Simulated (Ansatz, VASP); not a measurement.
**One calculation of C, two programs**

Contents of INCAR:

```
SYSTEM = C
ALGO = Normal
DIPOL = 0.5 0.5 0.342
EDIFF = 1E-6
ENCUT = 520
GGA = PE
IDIPOL = 3
ISIF = 2
ISMEAR = 0
IVDW = 12
LASPH = .True.
LCHARG = .True.
LDIPOL = .True.
LELF = .True.
LREAL = .False.
LVACPOTAV = .True.
LVHAR = .True.
LWAVE = .False.
NBANDS = 16
NELM = 80
PREC = Accurate
SIGMA = 0.1
```

KPOINTS

```
k-points
0
Gamma
  15 15 1
  0 0 0
```

The input POSCAR:

```
C
1.0
    2.4656524409      0.0000000000      0.0000000000
   -1.2328262205      2.1353176507      0.0000000000
    0.0000000000      0.0000000000     17.5000663885
C
4
Direct
    0.6666666667      0.3333333333      0.2571437784
    0.3333333333      0.6666666667      0.2571418816
    0.6666666667      0.3333333333      0.4274307435
    1.0000000000      0.0000000000      0.4274288467
```

Input for Ansatz:

```yaml
crystal:
  lattice:
    - [2.4656524409, 0.0, 0.0]
    - [-1.2328262205, 2.1353176507, 0.0]
    - [0.0, 0.0, 17.5000663885]
  atoms:
    - { symbol: C, position: [0.6666666667, 0.3333333333, 0.2571437784] }
    - { symbol: C, position: [0.3333333333, 0.6666666667, 0.2571418816] }
    - { symbol: C, position: [0.6666666667, 0.3333333333, 0.4274307435] }
    - { symbol: C, position: [1.0, 0.0, 0.4274288467] }
basis:
  ecutwfc: 420
kpoints:
  mp_grid: { grid: [15, 15, 1] }
hamiltonian:
  xc: pbe
  pseudopotentials: { kind: paw, azcp: { folder: soft_1 } }
  dispersion: d3bj
scf:
  occupations: { method: gaussian, width: 0.1 }
output:
  forces: true
  eigenvalues: true
efield:
  axis: 3
  dipole_correction: true
  ramp_width: 0.04
```

Alike in both runs: task single point; functional PBE; dispersion D3(BJ); k mesh 15 × 15 × 1; occupations gaussian, width 0.1 eV; no spin polarisation.

```csv
,VASP,Ansatz
version,VASP 6.6.1,Ansatz 0.2.0
potentials or method,"VASP PAW PBE potentials, release 64 (C), cutoff 520 eV","scalar-relativistic, plane waves, PAW"
valence electrons in the cell,16,16
```

```csv
,VASP,Ansatz,Ansatz less VASP
gap on the k mesh at the Fermi level (eV),none,none,-
least direct gap on the mesh (eV),0.00,0.00,-0.004
rms of the force components (eV/Å),0.087,0.087,0.0000
```

Atom by atom the forces differ by 0.000 eV/Å (rms over components). A gap of «none» marks a metal or a gap that the smearing closes.

A gap of «none» marks a metal or a gap under the smearing width.
